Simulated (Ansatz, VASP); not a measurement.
Two plane-wave programs on TiB

Contents of POSCAR:

```
TiB
1.0
    0.0000000000      1.9959500000      2.0484750000
    1.9959500000      0.0000000000      2.0484750000
    1.9959500000      1.9959500000      0.0000000000
Ti B
1 1
Direct
    0.7500000000      0.7500000000      0.7500000000
    0.0000000000      0.0000000000      0.0000000000
```

INCAR.step1

```
PREC = Accurate
ENCUT = 520
ISMEAR = 0
SIGMA = 0.15
LREAL = F
LASPH = T
NELM = 80
NBANDS = 14
GGA = PE
ALGO = Normal
EDIFF = 1E-4
LWAVE = T
LCHARG = F
```

The input INCAR.step2:

```
PREC = Accurate
ENCUT = 520
EDIFF = 1E-6
ISMEAR = 0
SIGMA = 0.15
LREAL = F
LASPH = T
NELM = 80
ALGO = Normal
ISIF = 2
LWAVE = F
LCHARG = F
METAGGA = R2SCAN
LMIXTAU = T
NBANDS = 14
ISTART = 1
```

Contents of KPOINTS:

```
regular mesh
0
Gamma
  20 20 20
```

Input for Ansatz:

```yaml
crystal:
  lattice:
    - [0.0, 1.99595, 2.048475]
    - [1.99595, 0.0, 2.048475]
    - [1.99595, 1.99595, 0.0]
  atoms:
    - { symbol: Ti, position: [0.75, 0.75, 0.75] }
    - { symbol: B, position: [0.0, 0.0, 0.0] }
basis:
  ecutwfc: 500
kpoints:
  mp_grid: { grid: [20, 20, 20] }
hamiltonian:
  xc: r2scan
scf:
  occupations: { method: gaussian, width: 0.15 }
output:
  forces: true
  stress: true
  eigenvalues: true
```

Change from the starting cell: strain -0.050 along x and y, -0.025 along z, atoms carried along.

Alike in both runs: task single point; functional r2SCAN; k mesh 20 × 20 × 20; occupations gaussian, width 0.15 eV; no spin polarisation.

|  | VASP | Ansatz |
| --- | --- | --- |
| version | VASP 6.6.1 | Ansatz 0.2.0 |
| potentials or method | VASP PAW PBE potentials, release 64 (Ti_sv, B), cutoff 520 eV | scalar-relativistic, plane waves, PAW |
| valence electrons in the cell | 15 | 15 |

Ansatz gave:

| Property | Result |
| --- | --- |
| gap on the k mesh at the Fermi level (eV) | none |
| pressure (GPa) | 187.1 |
| traceless stress, the component that is largest in VASP (GPa) | 5.48 |

Problem. Which values does VASP return?

Solution. gap on the k mesh at the Fermi level (eV): none; pressure (GPa): 188.6; traceless stress, the component that is largest in VASP (GPa): 5.46.

VASP's potentials were made for PBE, not for r2SCAN. A gap of «none» marks a metal or a gap that the smearing closes. Both programs put the cell under a high pressure, so it lies far from rest at this level.

Noted on VASP's run: the cell as given lies far from equilibrium.
